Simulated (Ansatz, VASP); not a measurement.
**ZnCu: VASP beside Ansatz**

```xyz
2
Lattice="1.4679 -2.0926 0.0000 1.4679 2.0926 0.0000 0.0000 0.0000 4.0848" Properties=species:S:1:pos:R:3 pbc="T T T"
Zn    1.4679    0.0000    2.0424
Cu    0.0000    0.0000    0.0000
```

Alike in both runs: task single point; functional PBE; k mesh 11 × 11 × 7; occupations fermi-dirac, width 0.05 eV; no spin polarisation.

|  | VASP | Ansatz |
| --- | --- | --- |
| version | VASP 6.6.1 | Ansatz 0.2.0 |
| potentials or method | VASP PAW PBE potentials, release 64 (Zn, Cu) | Ansatz PAW |
| plane-wave cutoff (eV) | 520 | 420 |
| valence electrons in the cell | 23 | 31 |

|  | VASP | Ansatz | Ansatz less VASP |
| --- | --- | --- | --- |
| gap on the k mesh at the Fermi level (eV) | none | none | - |
| pressure (GPa) | 5.8 | 5.3 | -0.56 |
| traceless stress, the component that is largest in VASP (GPa) | 0.72 | 0.72 | +0.004 |

A gap of «none» marks a metal or a gap that the smearing closes. VASP's potentials hold 23 valence electrons a cell and Ansatz's 31, so a difference there can come from the potentials and not from the codes.
